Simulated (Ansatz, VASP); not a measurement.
## CdSe in VASP and in Ansatz

File POSCAR:

```
CdSe
1.0
    0.0000000000      3.0064253461      3.1523608720
    3.0064253461      0.0000000000      3.1523608720
    3.0064253461      3.0064253461      0.0000000000
Cd Se
1 1
Direct
    0.0000000000      0.0000000000      0.0000000000
    0.2500000000      0.2500000000      0.2500000000
```

Contents of INCAR.step1:

```
SYSTEM = CdSe
ALGO = Normal
EDIFF = 1E-4
ENCUT = 520
GGA = PE
ISMEAR = 0
LASPH = .True.
LCHARG = .False.
LREAL = .False.
LWAVE = .True.
NBANDS = 16
NELM = 60
PREC = Accurate
SIGMA = 0.01
```

File INCAR.step2:

```
SYSTEM = CdSe
ALGO = Normal
EDIFF = 1E-7
ENCUT = 520
ISIF = 2
ISMEAR = 0
ISTART = 1
LASPH = .True.
LCHARG = .False.
LMIXTAU = .True.
LREAL = .False.
LWAVE = .False.
METAGGA = R2SCAN
NBANDS = 16
NELM = 60
PREC = Accurate
SIGMA = 0.01
```

The input KPOINTS:

```
k-points
0
Gamma
  8 8 8
  0 0 0
```

Input for Ansatz:

```yaml
crystal:
  lattice:
    - [0.0, 3.0064253461, 3.152360872]
    - [3.0064253461, 0.0, 3.152360872]
    - [3.0064253461, 3.0064253461, 0.0]
  atoms:
    - { symbol: Cd, position: [0.0, 0.0, 0.0] }
    - { symbol: Se, position: [0.25, 0.25, 0.25] }
kpoints:
  mp_grid: { grid: [8, 8, 8] }
  band_path:
    path:
      - [0.0, 0.0, 0.0]
      - [-0.5, -0.5, 0.0]
      - [-0.375, -0.375, 0.25]
      - [-0.375, 0.0, 0.375]
      - [0.0, 0.0, 0.5]
      - [-0.5, -0.25, 0.25]
    npoints: 1
hamiltonian:
  xc: r2scan
scf:
  occupations: { method: fixed }
  n_extra_bands: 4
output:
  forces: true
  stress: true
  eigenvalues: true
```

Change from the starting cell: epitaxial_xy strain -2.0%.

Alike in both runs: task single point; functional r2SCAN; k mesh 8 × 8 × 8; no spin polarisation.

|  | VASP | Ansatz |
| --- | --- | --- |
| version | VASP 6.6.1 | Ansatz 0.2.0 |
| potentials or method | VASP PAW PBE potentials, release 64 (Cd, Se) | plane waves, PAW |
| plane-wave cutoff (eV) | 520 | 500 |
| occupations | gaussian, width 0.01 eV | fixed |
| valence electrons in the cell | 18 | 36 |

Ansatz gave:

| Item | Value |
| --- | --- |
| gap on the k mesh at the Fermi level (eV) | 1.01 |
| pressure (GPa) | 0.6 |
| traceless stress, the component that is largest in VASP (GPa) | -0.59 |

**Question.** Which values does VASP return?

**Answer.** gap on the k mesh at the Fermi level (eV): 1.00; pressure (GPa): 0.8; traceless stress, the component that is largest in VASP (GPa): -0.58.

VASP's potentials were made for PBE, not for r2SCAN. VASP's potentials hold 18 valence electrons a cell and Ansatz's 36, so a difference there can come from the potentials and not from the codes.
